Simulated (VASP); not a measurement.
# CdH6 (P1) in VASP: single point with r2SCAN

Aim: the single point of CdH6 with r2SCAN.

Everything below comes from runs of VASP 6.6.1. Logs are shortened: lines on timing, memory, paths and dates and some standing lists are left out, and cuts for length are marked.

### Step 1. The cell of the first run

The typed cell holds 7 atoms: a = 5.838 Å, b = 5.965 Å, c = 5.871 Å, α = 86.83°, β = 89.03°, γ = 87.36°.

### Step 2. Single point, r2SCAN

Contents of POSCAR:

```
CdH6
1.0
    5.8379822988      0.0654198507      0.0237512252
    0.2079212741      5.9604369438      0.1166819533
    0.0732759477      0.2070968627      5.8668653082
Cd H
1 6
Direct
    0.9940011891      0.9460897051      0.0308397276
    0.5451134453      0.0901844844      0.4542065128
    0.4684100856      0.1548433157      0.5337811034
   -0.0133413828      0.4053311220      0.5791292671
    0.0157993190      0.4972906931      0.4922659985
    0.5395467490      0.4070749356     -0.0315581407
    0.4504705946      0.4991857441      0.9413355312
```

Contents of INCAR.step1:

```
PREC = Accurate
ENCUT = 520
ISMEAR = 0
SIGMA = 0.02
LREAL = False
LASPH = True
NELM = 80
NBANDS = 18
GGA = PE
ALGO = Normal
EDIFF = 1E-4
LWAVE = True
LCHARG = False
```

Contents of INCAR.step2:

```
PREC = Accurate
ENCUT = 520
EDIFF = 1E-6
ISMEAR = 0
SIGMA = 0.02
LREAL = False
LASPH = True
NELM = 80
ALGO = Normal
ISIF = 2
LWAVE = False
LCHARG = False
METAGGA = R2SCAN
LMIXTAU = True
NBANDS = 18
ISTART = 1
```

Contents of KPOINTS:

```
regular mesh
0
Gamma
  4 4 4
```

Potentials or basis: VASP PAW PBE potentials, release 64 (Cd, H).

Started as:

```console
> cat potpaw_PBE.64/Cd/POTCAR potpaw_PBE.64/H/POTCAR > POTCAR
> cp INCAR.step1 INCAR
> mpirun -np 1 vasp_std > vasp.out
> cp INCAR.step2 INCAR
> mpirun -np 1 vasp_std > vasp.out
```

OUTCAR:

```text
PREC = Accurate
   ENCUT = 520
   EDIFF = 1E-6
   ISMEAR = 0
   LREAL = False
   LASPH = True
   NELM = 80
   ISIF = 2
   METAGGA = R2SCAN
   ISTART = 1

 ion  position               nearest neighbor table
   1  0.994  0.946  0.031-
   2  0.545  0.090  0.454-   3 0.75
   3  0.468  0.155  0.534-   2 0.75
   4  0.987  0.405  0.579-   5 0.75
   5  0.016  0.497  0.492-   4 0.75
   6  0.540  0.407  0.968-   7 0.75
   7  0.450  0.499  0.941-   6 0.75

  LATTYP: Found a triclinic cell.
 ALAT       =     8.1521438769
 B/A-ratio  =     0.7317343428
 C/A-ratio  =     1.0070207952
 COS(alpha) =     0.0066904975
 COS(beta)  =     0.5055559238
 COS(gamma) =     0.6986977515

  Lattice vectors:

 A1 = (   5.6300610247,  -5.8950170931,  -0.0929307281)
 A2 = (  -0.2079212741,  -5.9604369438,  -0.1166819533)
 A3 = (   5.7647063511,  -0.1416770120,  -5.8431140830)

Analysis of symmetry for initial positions (statically):
=====================================================================
 Subroutine PRICEL returns:
 Original cell was already a primitive cell.

 Routine SETGRP: Setting up the symmetry group for a
 triclinic supercell.

 Subroutine GETGRP returns: Found  1 space group operations
 (whereof  1 operations were pure point group operations)
 out of a pool of  2 trial point group operations.

The static configuration has the point symmetry C_1 .

Analysis of symmetry for dynamics (positions and initial velocities):
=====================================================================
 Subroutine PRICEL returns:
 Original cell was already a primitive cell.

 Routine SETGRP: Setting up the symmetry group for a
 triclinic supercell.

 Subroutine GETGRP returns: Found  1 space group operations
 (whereof  1 operations were pure point group operations)
 out of a pool of  2 trial point group operations.

The dynamic configuration has the point symmetry C_1 .

 Subroutine INISYM returns: Found  1 space group operations
 (whereof  1 operations are pure point group operations),
 and found     1 'primitive' translations

----------------------------------------------------------------------------------------

[... 102 lines left out ...]
   EDIFF  = 0.1E-05   stopping-criterion for ELM
   LREAL  =      F    real-space projection
   EDIFFG = 0.1E-04   stopping-criterion for IOM
   NSW    =      0    number of steps for IOM
   IBRION =     -1    ionic relax: 0-MD 1-quasi-New 2-CG
   NFREE  =      0    steps in history (QN), initial steepest desc. (CG)
   ISIF   =      2    stress and relaxation
   ISYM   =      2    0-nonsym 1-usesym 2-fastsym
   POTIM  = 0.5000    time-step for ionic-motion
   TEBEG  =    0.0;   TEEND  =   0.0 temperature during run
   PSTRESS=    0.0 pullay stress
   NELECT =      18.0000    total number of electrons
   NUPDOWN=      -1.0000    fix difference up-down
   EMIN   =  10.00;   EMAX   =-10.00  energy-range for DOS
   EFERMI =   0.00;   METHOD = LEGACY
   ISMEAR =     0;   SIGMA  =   0.02  broadening in eV -4-tet -1-fermi 0-gaus
   EFERMI_NEDOS =   21; number of points for ismear=-14 and -15
   IALGO  =     38    algorithm
   IMIX   =      4    mixing-type and parameters
     AMIX     =   0.40;   BMIX     =  1.00
     AMIX_MAG =   1.60;   BMIX_MAG =  1.00
  volume/ion in A,a.u.               =      29.13       196.59
  Fermi-wavevector in a.u.,A,eV,Ry     =   0.728920  1.377458  7.229099  0.531324
  Thomas-Fermi vector in A             =   1.820513
   LORBIT       =      0    0 simple, 1 ext, 2 COOP (PROOUT), +10 PAW based schemes
   METAGGA = R2SCAN    functional components
   LHFCALC =     F    Hartree Fock is set to
   AEXX    =    0.0000 exact exchange contribution
   IVDW    =     0    specifies the selected vdW correction
   LEPSILON=     F    determine dielectric tensor
   LRPA    =     F    only Hartree local field effects (RPA)
 non-spin polarized calculation
 Gauss-broadening in eV      SIGMA  =   0.02
  energy-cutoff  :      520.00
  volume of cell :      203.92
 maximum number of plane-waves:      5508
 NGX is ok and might be reduce to    48
   NGX = 21   NGY = 23   NGZ = 21

 number of electron      18.0000003 magnetization

 Free energy of the ion-electron system (eV)
  ---------------------------------------------------
  ext. energy  EPLUGINS =         0.00000000
  ---------------------------------------------------
  free energy    TOTEN  =       -39.77653946 eV

  energy without entropy =      -39.77653946  energy(sigma->0) =      -39.77653946

 E-fermi :  -4.3823     XC(G=0):  -4.4718

 val. band max:       -4.4976813213   @ k =   0.5000   0.5000   0.5000
 cond. band min:      -0.6858180671   @ k =   0.5000   0.5000   0.5000
 fundamental gap:      3.8118632542
 Fermi energy:        -4.3823446352

 k-point     1 :       0.0000    0.0000    0.0000
  band No.  band energies     occupation
      1     -11.0495      2.00000
      2     -11.0484      2.00000
      3     -11.0415      2.00000
      4     -11.0404      2.00000
      5     -11.0374      2.00000
      6      -9.9674      2.00000
[... 481 lines left out ...]
      5     -11.0390      2.00000
      6      -9.8306      2.00000
[... 10 lines left out ...]
     17       4.4734      0.00000
     18       4.9106      0.00000

 [... further k-points ...]

------------------------ aborting loop because EDIFF is reached ----------------------------------------

  FORCE on cell =-STRESS in cart. coord.  units (eV):
  Direction    XX          YY          ZZ          XY          YZ          ZX
  --------------------------------------------------------------------------------------
  -------------------------------------------------------------------------------------
  Total       -0.3422777     -0.4240352     -0.3487163      0.1379198      0.0695811      0.0890618
  in kB       -2.6892491     -3.3316113     -2.7398369      1.0836249      0.5466935      0.6997520
  external PRESSURE =      -2.9202324 kB  Pullay stress =       0.0000000 kB

 VOLUME and BASIS-vectors are now :
 -----------------------------------------------------------------------------
  energy-cutoff  :      520.00
  volume of cell :      203.92
      direct lattice vectors                 reciprocal lattice vectors
     5.837982299  0.065419851  0.023751225     0.171366476 -0.005940079 -0.001930651
     0.207921274  5.960436944  0.116681953    -0.001858043  0.167953356 -0.005905447
     0.073275948  0.207096863  5.866865308    -0.000656801 -0.003316258  0.170574039

 POSITION                                       TOTAL-FORCE (eV/Angst)
 -----------------------------------------------------------------------------------
      6.00193      5.71052      0.31493         0.001107      0.008453     -0.003702
      3.23440      0.66726      2.68824        -0.170713      0.156550      0.192246
      2.80588      1.06412      3.16081         0.172049     -0.162595     -0.190959
      5.88681      2.60043      3.46840         0.069627      0.207877     -0.193683
      0.23170      3.06705      2.94646        -0.071394     -0.209129      0.194777
      3.30547      2.66220      5.74203        -0.194875      0.207568     -0.056676
      2.80261      3.19978      5.59163         0.194198     -0.208724      0.057998
 -----------------------------------------------------------------------------------
    total drift:                                0.000666      0.000919      0.000115

  FREE ENERGIE OF THE ION-ELECTRON SYSTEM (eV)
  ---------------------------------------------------
  free  energy   TOTEN  =       -39.7765394601 eV

  energy  without entropy=      -39.7765394601  energy(sigma->0) =      -39.77653946
```

OSZICAR.step1:

```text
N       E                     dE             d eps       ncg     rms          rms(c)
DAV:   1     0.653763705705E+02    0.65376E+02   -0.61758E+03  1296   0.727E+02
DAV:   2    -0.184134767881E+02   -0.83790E+02   -0.81365E+02  1386   0.180E+02
DAV:   3    -0.224160436004E+02   -0.40026E+01   -0.39901E+01  1648   0.415E+01
DAV:   4    -0.224319669157E+02   -0.15923E-01   -0.15920E-01  1456   0.288E+00
DAV:   5    -0.224320821098E+02   -0.11519E-03   -0.11519E-03  1586   0.214E-01    0.771E+00
DAV:   6    -0.210972712337E+02    0.13348E+01   -0.51778E-01  1444   0.229E+00    0.420E+00
DAV:   7    -0.203993420851E+02    0.69793E+00   -0.12025E+00  1458   0.426E+00    0.532E-01
DAV:   8    -0.204151697022E+02   -0.15828E-01   -0.43224E-02  1370   0.115E+00    0.304E-01
DAV:   9    -0.204106195830E+02    0.45501E-02   -0.10484E-02  1588   0.360E-01    0.577E-02
DAV:  10    -0.204108176240E+02   -0.19804E-03   -0.53342E-04  1372   0.115E-01    0.194E-02
DAV:  11    -0.204108491694E+02   -0.31545E-04   -0.88554E-05  1084   0.470E-02
   1 F= -.20410849E+02 E0= -.20410849E+02  d E =-.393076E-17
```

Run time: 4.5 min. Hardware: 1 thread of Intel Xeon Platinum 8488C (Sapphire Rapids), shared host; peak memory 0.42 GiB.

What came out:

```yaml
Free_energy: -39.7765 eV
Pressure: -0.3 GPa
Largest_force: 0.304 eV/Å
Band_gap_on_the_k_mesh: 3.81 eV
```

Forces on the atoms (eV/Å):
```
Cd   0.001  0.008 -0.004
H   -0.171  0.157  0.192
H    0.172 -0.163 -0.191
H    0.070  0.208 -0.194
H   -0.071 -0.209  0.195
H   -0.195  0.208 -0.057
H    0.194 -0.209  0.058
```

Levels at points of the mesh, in eV from the valence-band top:
```tsv
k point	band 7	band 8	band 9	band 10	band 11	band 12
(0.00, 0.00, 0.00)	-5.01	-4.92	-0.22	4.59	4.75	5.16
(0.50, 0.00, 0.00)	-5.16	-4.94	-0.22	4.35	4.95	5.37
(0.00, 0.50, 0.00)	-5.01	-4.97	-0.29	4.56	5.17	5.41
(0.50, 0.50, 0.00)	-5.14	-4.97	-0.19	4.00	4.28	5.64
(0.00, 0.00, 0.50)	-5.13	-4.94	-0.23	4.38	4.96	5.43
(0.50, 0.00, 0.50)	-5.15	-5.07	-0.18	4.22	4.35	5.59
(0.00, 0.50, 0.50)	-5.12	-4.97	-0.19	3.95	4.29	5.65
(0.50, 0.50, 0.50)	-5.13	-5.07	0.00	3.81	3.87	4.08
```

Caveat: the PAW data sets were made with another functional, which shifts forces and pressure a little. A k mesh can miss the band edges.
